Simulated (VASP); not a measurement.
# Pt (Fm-3m) in VASP: single point with PBE

Aim: the single point of Pt with PBE.

All numbers are computed with VASP 6.6.1; they aren't measurements. Logs are shortened: lines on timing, memory, paths and dates and some standing lists are left out, and cuts for length are marked.

## Step 1: The cell of the first run

It takes space group Fm-3m (No. 225, cubic). Conventional cell: a = 3.969 Å, b = 3.969 Å, c = 3.969 Å, α = 90.00°, β = 90.00°, γ = 90.00°. Within 3.7 Å of Pt (site symmetry m-3m) lie 12 Pt at 2.81 Å.

## Step 2: Single point, PBE

Contents of INCAR:

```
SYSTEM = Pt
PREC = Accurate
ENCUT = 500
EDIFF = 1E-6
ISMEAR = 0
SIGMA = 0.1
LREAL = .False.
LASPH = .True.
NELM = 120
ALGO = Normal
ISIF = 2
LWAVE = .False.
LCHARG = .True.
GGA = PE
LELF = .True.
LVHAR = .True.
NBANDS = 11
GGA_COMPAT = .False.
```

Contents of KPOINTS:

```
regular mesh
0
Gamma
  16 16 16
  0 0 0
```

Contents of POSCAR:

```
Pt
1.0
    0.0000000000      1.9847426261      1.9847426261
    1.9847426261      0.0000000000      1.9847426261
    1.9847426261      1.9847426261      0.0000000000
Pt
1
Direct
    0.0000000000      0.0000000000      0.0000000000
```

Potentials or basis: VASP PAW PBE potentials, release 64 (Pt).

Command:

```
> cat potpaw_PBE.64/Pt/POTCAR > POTCAR
> mpirun -np 1 vasp_std > vasp.out
```

OUTCAR:

```text
SYSTEM = Pt
   PREC = Accurate
   ENCUT = 500
   EDIFF = 1E-6
   ISMEAR = 0
   LREAL = .False.
   LASPH = .True.
   NELM = 120
   ISIF = 2
   GGA = PE

 ion  position               nearest neighbor table
   1  0.000  0.000  0.000-

  LATTYP: Found a face centered cubic cell.
 ALAT       =     3.9694852522

  Lattice vectors:

 A1 = (   0.0000000000,   1.9847426261,   1.9847426261)
 A2 = (   1.9847426261,   0.0000000000,   1.9847426261)
 A3 = (   1.9847426261,   1.9847426261,   0.0000000000)

Analysis of symmetry for initial positions (statically):
=====================================================================
 Subroutine PRICEL returns:
 Original cell was already a primitive cell.

 Routine SETGRP: Setting up the symmetry group for a
 face centered cubic supercell.

 Subroutine GETGRP returns: Found 48 space group operations
 (whereof 48 operations were pure point group operations)
 out of a pool of 48 trial point group operations.

The static configuration has the point symmetry O_h .

Analysis of symmetry for dynamics (positions and initial velocities):
=====================================================================
 Subroutine PRICEL returns:
 Original cell was already a primitive cell.

 Routine SETGRP: Setting up the symmetry group for a
 face centered cubic supercell.

 Subroutine GETGRP returns: Found 48 space group operations
 (whereof 48 operations were pure point group operations)
 out of a pool of 48 trial point group operations.

The dynamic configuration has the point symmetry O_h .

 Subroutine INISYM returns: Found 48 space group operations
 (whereof 48 operations are pure point group operations),
 and found     1 'primitive' translations

----------------------------------------------------------------------------------------

                                     Primitive cell

  volume of cell :      15.6366

  direct lattice vectors                    reciprocal lattice vectors
     0.000000000  1.984742626  1.984742626    -0.251921833  0.251921833  0.251921833
     1.984742626  0.000000000  1.984742626     0.251921833 -0.251921833  0.251921833
     1.984742626  1.984742626  0.000000000     0.251921833  0.251921833 -0.251921833

  length of vectors
     2.806849940  2.806849940  2.806849940     0.436341414  0.436341414  0.436341414

  position of ions in fractional coordinates (direct lattice)
     0.000000000  0.000000000  0.000000000

  ion indices of the primitive-cell ions
[... 80 lines left out ...]
   ISIF   =      2    stress and relaxation
   ISYM   =      2    0-nonsym 1-usesym 2-fastsym
   POTIM  = 0.5000    time-step for ionic-motion
   TEBEG  =    0.0;   TEEND  =   0.0 temperature during run
   PSTRESS=    0.0 pullay stress
   NELECT =      10.0000    total number of electrons
   NUPDOWN=      -1.0000    fix difference up-down
   EMIN   =  10.00;   EMAX   =-10.00  energy-range for DOS
   EFERMI =   0.00;   METHOD = LEGACY
   ISMEAR =     0;   SIGMA  =   0.10  broadening in eV -4-tet -1-fermi 0-gaus
   EFERMI_NEDOS =   21; number of points for ismear=-14 and -15
   IALGO  =     38    algorithm
   IMIX   =      4    mixing-type and parameters
     AMIX     =   0.40;   BMIX     =  1.00
     AMIX_MAG =   1.60;   BMIX_MAG =  1.00
  volume/ion in A,a.u.               =      15.64       105.52
  Fermi-wavevector in a.u.,A,eV,Ry     =   1.410460  2.665382 27.067378  1.989396
  Thomas-Fermi vector in A             =   2.532411
   LORBIT       =      0    0 simple, 1 ext, 2 COOP (PROOUT), +10 PAW based schemes
   GGA     = PE    functional components
   LHFCALC =     F    Hartree Fock is set to
   AEXX    =    0.0000 exact exchange contribution
   IVDW    =     0    specifies the selected vdW correction
   LEPSILON=     F    determine dielectric tensor
   LRPA    =     F    only Hartree local field effects (RPA)
 non-spin polarized calculation
 Gauss-broadening in eV      SIGMA  =   0.10
  energy-cutoff  :      500.00
  volume of cell :       15.64
 maximum number of plane-waves:       415
   NGX = 11   NGY = 11   NGZ = 11

 number of electron      10.0000002 magnetization

 Free energy of the ion-electron system (eV)
  ---------------------------------------------------
  ext. energy  EPLUGINS =         0.00000000
  ---------------------------------------------------
  free energy    TOTEN  =        -6.10144398 eV

  energy without entropy =       -6.08961125  energy(sigma->0) =       -6.09552762

 E-fermi :  10.5565     XC(G=0): -13.2751

 val. band max:       10.5476999393   @ k =  -0.2500   0.1250   0.0000
 cond. band min:      10.5730141315   @ k =   0.5000   0.5000   0.0000
 fundamental gap:      0.0253141922
 Fermi energy:        10.5565384482

 k-point     1 :       0.0000    0.0000    0.0000
  band No.  band energies     occupation
      1       0.7672      2.00000
      2       7.0055      2.00000
      3       7.0055      2.00000
      4       7.0055      2.00000
      5       9.0350      2.00000
      6       9.0350      2.00000
      7      25.3169      0.00000
      8      30.0798      0.00000
      9      30.0798      0.00000
     10      30.0798      0.00000
     11      35.2952      0.00000
[... 309 lines left out ...]
 k-point    24 :      -0.0625    0.0625    0.0000
  band No.  band energies     occupation
      1       1.1672      2.00000
      2       6.8184      2.00000
      3       7.1475      2.00000
      4       7.1892      2.00000
      5       8.8563      2.00000
      6       9.0614      2.00000
      7      25.9064      0.00000
      8      28.4857      0.00000
      9      30.1058      0.00000
     10      30.9426      0.00000
     11      36.8265      0.00000

 [... further k-points ...]

------------------------ aborting loop because EDIFF is reached ----------------------------------------

  FORCE on cell =-STRESS in cart. coord.  units (eV):
  Direction    XX          YY          ZZ          XY          YZ          ZX
  --------------------------------------------------------------------------------------
  -------------------------------------------------------------------------------------
  Total       -0.0436790     -0.0436790     -0.0436790      0.0000000      0.0000000      0.0000000
  in kB       -4.4754914     -4.4754914     -4.4754914      0.0000000      0.0000000      0.0000000
  external PRESSURE =      -4.4754914 kB  Pullay stress =       0.0000000 kB

 VOLUME and BASIS-vectors are now :
 -----------------------------------------------------------------------------
  energy-cutoff  :      500.00
  volume of cell :       15.64
      direct lattice vectors                 reciprocal lattice vectors
     0.000000000  1.984742626  1.984742626    -0.251921833  0.251921833  0.251921833
     1.984742626  0.000000000  1.984742626     0.251921833 -0.251921833  0.251921833
     1.984742626  1.984742626  0.000000000     0.251921833  0.251921833 -0.251921833

 POSITION                                       TOTAL-FORCE (eV/Angst)
 -----------------------------------------------------------------------------------
      0.00000      0.00000      0.00000         0.000000      0.000000      0.000000
 -----------------------------------------------------------------------------------
    total drift:                                0.000000      0.000000      0.000000

  FREE ENERGIE OF THE ION-ELECTRON SYSTEM (eV)
  ---------------------------------------------------
  free  energy   TOTEN  =        -6.1014439800 eV

  energy  without entropy=       -6.0896112507  energy(sigma->0) =       -6.09552762
```

It took 7.5 s on 1 thread of Intel Xeon 6975P-C (Granite Rapids), shared host; peak memory 0.14 GiB.

Results:

```yaml
Free_energy: -6.1014 eV
Pressure: -0.4 GPa
Band_gap_on_the_k_mesh: zero (band 5 reaches 11.03 eV, above the bottom of band 6 at 8.94 eV)
```

Caveat: spin-orbit coupling is left out, which moves the levels of the heavy elements.
